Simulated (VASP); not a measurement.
A run of VASP 6.6.1 is set up as follows.

Contents of POSCAR:

```
Au
1.0
    0.0000000000      2.0213418704      2.0213418704
    2.0213418704      0.0000000000      2.0213418704
    2.0213418704      2.0213418704      0.0000000000
Au
1
Direct
    0.0000000000      0.0000000000      0.0000000000
```

The input INCAR.step1:

```
  ALGO = Normal
  EDIFF = 1E-5
  ENCUT = 440
  GGA = PE
  GGA_COMPAT = False
  ISIF = 2
  ISMEAR = -1
  LASPH = True
  LCHARG = False
  LREAL = False
  LWAVE = True
  NBANDS = 16
  NELM = 120
  PREC = Accurate
  SIGMA = 0.05
```

INCAR.step2

```
  AEXX = 0.5
  ALGO = Normal
  EDIFF = 1E-6
  ENCUT = 440
  GGA_COMPAT = False
  ISIF = 2
  ISMEAR = -1
  ISTART = 1
  LASPH = True
  LCHARG = False
  LHFCALC = True
  LMIXTAU = True
  LREAL = False
  LWAVE = False
  METAGGA = R2SCAN
  NBANDS = 16
  NELM = 120
  PREC = Accurate
  PRECFOCK = Normal
  SIGMA = 0.05
```

The input KPOINTS:

```
k-points
0
Gamma
  6 6 6
```

Potentials or basis: VASP PAW PBE potentials, release 64 (Au_sv_GW).

Command:

```console
$ cat potpaw_PBE.64/Au_sv_GW/POTCAR > POTCAR
$ cp INCAR.step1 INCAR
$ mpirun -np 1 vasp_std > vasp.out
$ cp INCAR.step2 INCAR
$ mpirun -np 1 vasp_std > vasp.out
```

Question: Estimate the pressure.

Answer: 4.8 GPa.

Question: Estimate the band gap on the k mesh.

Answer: Zero (an odd number of electrons rules out a gap without spin polarisation).

Caveat: the k points lie up to 0.45 Å⁻¹ apart, too coarse for converged energies and pressures of a metal; the PAW data sets were made with another functional, which shifts forces and pressure a little; spin-orbit coupling is left out, which moves the levels of the heavy elements.
